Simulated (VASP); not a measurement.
# Al (Fm-3m) in VASP: a series of runs, part 2 of 2

VASP 6.6.1.

## (3) Relaxation of cell and atoms, LDA

This run uses another cell than the first one, of 16.61 Å³/atom, 1.049 times its volume.

Input file INCAR:

```
  PREC = Accurate
  ENCUT = 600
  EDIFF = 1E-7
  ISMEAR = 0
  SIGMA = 0.1
  LREAL = False
  LASPH = True
  NELM = 60
  ALGO = Fast
  ISIF = 3
  LWAVE = False
  LCHARG = False
  GGA = CA
  IBRION = 2
  NSW = 80
  EDIFFG = -0.003
```

Input file KPOINTS:

```
Automatic mesh
0
Gamma
  8 8 8
```

Input file POSCAR:

```
Al
1.0
    0.0000000000      2.0250000000      2.0250000000
    2.0250000000      0.0000000000      2.0250000000
    2.0250000000      2.0250000000      0.0000000000
Al
1
Direct
    0.0000000000      0.0000000000      0.0000000000
```

Potentials or basis: VASP PAW LDA potentials, release 64 (Al).

Launch:

```bash
> cat potpaw_LDA.64/Al/POTCAR > POTCAR
> mpirun -np 1 vasp_std > vasp.out
```

OUTCAR:

```text
PREC = Accurate
   ENCUT = 600
   EDIFF = 1E-7
   ISMEAR = 0
   LREAL = False
   LASPH = True
   NELM = 60
   ISIF = 3
   GGA = CA
   IBRION = 2
   NSW = 80
   EDIFFG = -0.003

 ion  position               nearest neighbor table
   1  0.000  0.000  0.000-

  LATTYP: Found a face centered cubic cell.
 ALAT       =     4.0500000000

  Lattice vectors:

 A1 = (   0.0000000000,   2.0250000000,   2.0250000000)
 A2 = (   2.0250000000,   0.0000000000,   2.0250000000)
 A3 = (   2.0250000000,   2.0250000000,   0.0000000000)

Analysis of symmetry for initial positions (statically):
=====================================================================
 Subroutine PRICEL returns:
 Original cell was already a primitive cell.

 Routine SETGRP: Setting up the symmetry group for a
 face centered cubic supercell.

 Subroutine GETGRP returns: Found 48 space group operations
 (whereof 48 operations were pure point group operations)
 out of a pool of 48 trial point group operations.

The static configuration has the point symmetry O_h .

Analysis of symmetry for dynamics (positions and initial velocities):
=====================================================================
 Subroutine PRICEL returns:
 Original cell was already a primitive cell.

 Routine SETGRP: Setting up the symmetry group for a
 face centered cubic supercell.

 Subroutine GETGRP returns: Found 48 space group operations
 (whereof 48 operations were pure point group operations)
 out of a pool of 48 trial point group operations.

The dynamic configuration has the point symmetry O_h .

 Subroutine INISYM returns: Found 48 space group operations
 (whereof 48 operations are pure point group operations),
 and found     1 'primitive' translations

----------------------------------------------------------------------------------------

                                     Primitive cell

  volume of cell :      16.6075

  direct lattice vectors                    reciprocal lattice vectors
     0.000000000  2.025000000  2.025000000    -0.246913580  0.246913580  0.246913580
     2.025000000  0.000000000  2.025000000     0.246913580 -0.246913580  0.246913580
     2.025000000  2.025000000  0.000000000     0.246913580  0.246913580 -0.246913580

  length of vectors
     2.863782464  2.863782464  2.863782464     0.427666866  0.427666866  0.427666866

  position of ions in fractional coordinates (direct lattice)
     0.000000000  0.000000000  0.000000000

  ion indices of the primitive-cell ions
   primitive index   ion index
                 1           1

----------------------------------------------------------------------------------------

 KPOINTS: Automatic mesh

Automatic generation of k-mesh.
 Grid dimensions read from file:
 generate k-points for:    8    8    8

 Generating k-lattice:

  Cartesian coordinates                     Fractional coordinates (reciprocal lattice)
    -0.030864198  0.030864198  0.030864198     0.125000000  0.000000000  0.000000000
     0.030864198 -0.030864198  0.030864198     0.000000000  0.125000000  0.000000000
     0.030864198  0.030864198 -0.030864198     0.000000000  0.000000000  0.125000000

  Length of vectors
     0.053458358  0.053458358  0.053458358

  Shift w.r.t. Gamma in fractional coordinates (k-lattice)
     0.000000000  0.000000000  0.000000000

 Subroutine IBZKPT returns following result:
 ===========================================

 Found     29 irreducible k-points:

 Following reciprocal coordinates:
            Coordinates               Weight
  0.000000  0.000000  0.000000      1.000000
  0.125000  0.000000  0.000000      8.000000
  0.250000  0.000000  0.000000      8.000000
  0.375000  0.000000  0.000000      8.000000
  0.500000  0.000000  0.000000      4.000000
  0.125000  0.125000  0.000000      6.000000
[... 16 lines left out ...]
  0.500000  0.250000  0.125000     48.000000
 -0.375000  0.250000  0.125000     24.000000
 [... further k-points ...]
   k-points           NKPTS =     29   k-points in BZ     NKDIM =     29   number of bands    NBANDS=      5
   number of dos      NEDOS =    301   number of ions     NIONS =      1
   total plane-waves  NPLWV =  13824
   dimension x,y,z NGX =    24 NGY =   24 NGZ =   24
   dimension x,y,z NGXF=    48 NGYF=   48 NGZF=   48
   ions per type =               1
   NGX,Y,Z   is equivalent  to a cutoff of  13.93, 13.93, 13.93 a.u.
   NGXF,Y,Z  is equivalent  to a cutoff of  27.86, 27.86, 27.86 a.u.
 SYSTEM =  unknown system
   PREC   = accura    normal or accurate (medium, high low for compatibility)
   ISTART =      0    job   : 0-new  1-cont  2-samecut
   ICHARG =      2    charge: 1-file 2-atom 10-const
   ISPIN  =      1    spin polarized calculation?
   LNONCOLLINEAR =      F non collinear calculations
   LSORBIT =      F    spin-orbit coupling
   LASPH  =      T    aspherical Exc in radial PAW
   ENCUT  =  600.0 eV  44.10 Ry    6.64 a.u.   5.72  5.72  5.72*2*pi/ulx,y,z
   NELM   =     60;   NELMIN=  2; NELMDL= -5     # of ELM steps
   EDIFF  = 0.1E-06   stopping-criterion for ELM
   LREAL  =      F    real-space projection
   EDIFFG = -.3E-02   stopping-criterion for IOM
   NSW    =     80    number of steps for IOM
   IBRION =      2    ionic relax: 0-MD 1-quasi-New 2-CG
   NFREE  =      1    steps in history (QN), initial steepest desc. (CG)
   ISIF   =      3    stress and relaxation
   ISYM   =      2    0-nonsym 1-usesym 2-fastsym
   POTIM  = 0.5000    time-step for ionic-motion
   TEBEG  =    0.0;   TEEND  =   0.0 temperature during run
   PSTRESS=    0.0 pullay stress
   NELECT =       3.0000    total number of electrons
   NUPDOWN=      -1.0000    fix difference up-down
   EMIN   =  10.00;   EMAX   =-10.00  energy-range for DOS
   EFERMI =   0.00;   METHOD = LEGACY
   ISMEAR =     0;   SIGMA  =   0.10  broadening in eV -4-tet -1-fermi 0-gaus
   EFERMI_NEDOS =   21; number of points for ismear=-14 and -15
   IALGO  =     68    algorithm
   IMIX   =      4    mixing-type and parameters
     AMIX     =   0.40;   BMIX     =  1.00
     AMIX_MAG =   1.60;   BMIX_MAG =  1.00
  volume/ion in A,a.u.               =      16.61       112.07
  Fermi-wavevector in a.u.,A,eV,Ry     =   0.925437  1.748822 11.652489  0.856434
  Thomas-Fermi vector in A             =   2.051291
   LORBIT       =      0    0 simple, 1 ext, 2 COOP (PROOUT), +10 PAW based schemes
   GGA     = CA    functional components
   LHFCALC =     F    Hartree Fock is set to
   AEXX    =    0.0000 exact exchange contribution
   IVDW    =     0    specifies the selected vdW correction
   LEPSILON=     F    determine dielectric tensor
   LRPA    =     F    only Hartree local field effects (RPA)
 conjugate gradient relaxation of ions
 non-spin polarized calculation
 RMM-DIIS sequential band-by-band and
 Gauss-broadening in eV      SIGMA  =   0.10
  energy-cutoff  :      600.00
  volume of cell :       16.61
 maximum number of plane-waves:       568
   NGX = 11   NGY = 11   NGZ = 11

--------------------------------------- Ionic step        1  -------------------------------------------

 number of electron       3.0000000 magnetization

 Free energy of the ion-electron system (eV)
  ---------------------------------------------------
  ext. energy  EPLUGINS =         0.00000000
  ---------------------------------------------------
  free energy    TOTEN  =        -4.17797867 eV

  energy without entropy =       -4.17491282  energy(sigma->0) =       -4.17644574

------------------------ aborting loop because EDIFF is reached ----------------------------------------

  FORCE on cell =-STRESS in cart. coord.  units (eV):
  Direction    XX          YY          ZZ          XY          YZ          ZX
  --------------------------------------------------------------------------------------
  -------------------------------------------------------------------------------------
  Total       -0.3824706     -0.3824706     -0.3824706      0.0000000      0.0000000      0.0000000
  in kB      -36.8980617    -36.8980617    -36.8980617      0.0000000      0.0000000      0.0000000
  external PRESSURE =     -36.8980617 kB  Pullay stress =       0.0000000 kB
[... 57 lines left out ...]
--------------------------------------- Ionic step        3  -------------------------------------------

 number of electron       3.0000000 magnetization

 Free energy of the ion-electron system (eV)
  ---------------------------------------------------
  ext. energy  EPLUGINS =         0.00000000
  ---------------------------------------------------
  free energy    TOTEN  =        -4.18702118 eV

  energy without entropy =       -4.18387214  energy(sigma->0) =       -4.18544666

 E-fermi :   8.2688     XC(G=0): -10.4918

 val. band max:        7.8660585109   @ k =  -0.2500   0.3750   0.1250
 cond. band min:       8.3483341072   @ k =   0.5000   0.2500   0.1250
 fundamental gap:      0.4822755963
 Fermi energy:         8.2687584855

 k-point     1 :       0.0000    0.0000    0.0000
  band No.  band energies     occupation
      1      -3.1643      2.00000
      2      21.0053      0.00000
      3      21.0053      0.00000
      4      21.0053      0.00000
      5      22.6366      0.00000
[... 177 lines left out ...]
 k-point    24 :      -0.3750    0.2500    0.1250
  band No.  band energies     occupation
      1       4.5716      2.00000
      2       4.8814      2.00000
      3      13.2599      0.00000
      4      13.8228      0.00000
      5      21.7961      0.00000

 [... further k-points ...]
[... 5 lines left out ...]
  --------------------------------------------------------------------------------------
  -------------------------------------------------------------------------------------
  Total        0.0005011      0.0005011      0.0005011      0.0000000      0.0000000      0.0000000
  in kB        0.0506507      0.0506507      0.0506507      0.0000000      0.0000000      0.0000000
  external PRESSURE =       0.0506507 kB  Pullay stress =       0.0000000 kB
[... 16 lines left out ...]
  FREE ENERGIE OF THE ION-ELECTRON SYSTEM (eV)
  ---------------------------------------------------
  free  energy   TOTEN  =        -4.1870211778 eV

  energy  without entropy=       -4.1838721432  energy(sigma->0) =       -4.18544666

 reached required accuracy - stopping structural energy minimisation
```

It took 4 s on 1 thread of Intel Xeon 8259CL, shared host; peak memory 0.13 GiB.

What came out:

| Quantity | Value |
| --- | --- |
| Free energy | -4.1870 eV |
| Relaxed volume | 15.85 Å³/atom |
| Relaxed cell | a = 2.820 Å, b = 2.820 Å, c = 2.820 Å, α = 60.00°, β = 60.00°, γ = 60.00° |
| Space group after relaxing (to 0.05 Å) | Fm-3m (No. 225) |
| Energy gained by relaxing | 9.0 meV/atom |
| Ionic steps | 3 |
| Pressure after relaxing | 0.0 GPa |

Step by step:
| step | energy change (eV) | largest force (eV/Å) | pressure (GPa) | volume (Å³) |
| --- | --- | --- | --- | --- |
| 1 | 0.0000 | 0.0000 | -3.69 | 16.61 |
| 2 | -0.0087 | 0.0000 | 0.83 | 15.71 |
| 3 | -0.0090 | 0.0000 | 0.01 | 15.85 |

Final structure:
```cif
data_structure
_symmetry_space_group_name_H-M 'P 1'
_symmetry_Int_Tables_number 1
_cell_length_a 2.8197
_cell_length_b 2.8197
_cell_length_c 2.8197
_cell_angle_alpha 60.000
_cell_angle_beta 60.000
_cell_angle_gamma 60.000
_cell_volume 15.85
loop_
_atom_site_label
_atom_site_type_symbol
_atom_site_fract_x
_atom_site_fract_y
_atom_site_fract_z
_atom_site_occupancy
Al1 Al 0.00000 0.00000 0.00000 1
```
